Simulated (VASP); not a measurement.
A run of VASP 6.6.1 is set up as follows.

POSCAR

```
HfB2
1.0
    3.0759003814      0.0000000000      0.0000000000
   -1.5379501907      2.6638078698      0.0000000000
    0.0000000000      0.0000000000      3.4089596583
Hf B
1 2
Direct
    0.0000000000      0.0000000000      0.0000000000
    0.6666666667      0.3333333333      0.5000000000
    0.3333333333      0.6666666667      0.5000000000
```

File INCAR.step1:

```
PREC     = Accurate       # precision mode
ENCUT    = 520            # plane-wave cutoff, eV
ISMEAR   = -1             # smearing method
SIGMA    = 0.05           # smearing width, eV
LREAL    = F              # projectors in reciprocal space
LASPH    = T              # aspherical terms in the spheres
NELM     = 60             # most SCF steps
NBANDS   = 15             # bands
GGA      = PE             # functional
ALGO     = Normal         # electronic algorithm
EDIFF    = 1E-4           # SCF threshold, eV
LWAVE    = T              # write WAVECAR
LCHARG   = F              # write CHGCAR
```

File INCAR.step2:

```
PREC     = Accurate       # precision mode
ENCUT    = 520            # plane-wave cutoff, eV
EDIFF    = 1E-6           # SCF threshold, eV
ISMEAR   = -1             # smearing method
SIGMA    = 0.05           # smearing width, eV
LREAL    = F              # projectors in reciprocal space
LASPH    = T              # aspherical terms in the spheres
NELM     = 60             # most SCF steps
ALGO     = Normal         # electronic algorithm
ISIF     = 2              # what is computed and relaxed
LWAVE    = F              # write WAVECAR
LCHARG   = F              # write CHGCAR
METAGGA  = R2SCAN         # meta-GGA
LMIXTAU  = T            
NBANDS   = 15             # bands
ISTART   = 1
```

File KPOINTS:

```
regular mesh
0
Gamma
  10 10 8
```

Potentials or basis: VASP PAW PBE potentials, release 64 (Hf_pv, B).

Launch:

```bash
$ cat potpaw_PBE.64/Hf_pv/POTCAR potpaw_PBE.64/B/POTCAR > POTCAR
$ cp INCAR.step1 INCAR
$ mpirun -np 1 vasp_std > vasp.out
$ cp INCAR.step2 INCAR
$ mpirun -np 1 vasp_std > vasp.out
```

Estimate the pressure.

16.8 GPa.

Estimate the band gap on the k mesh.

zero (band 8 reaches 8.86 eV, above the bottom of band 9 at 7.93 eV).

Stress tensor (GPa, compression positive):
```
16.98  0.00  0.00
 0.00 16.98  0.00
 0.00  0.00 16.37
```

Caveat: the PAW data sets were made with another functional, which shifts forces and pressure a little; spin-orbit coupling is left out, which moves the levels of the heavy elements.
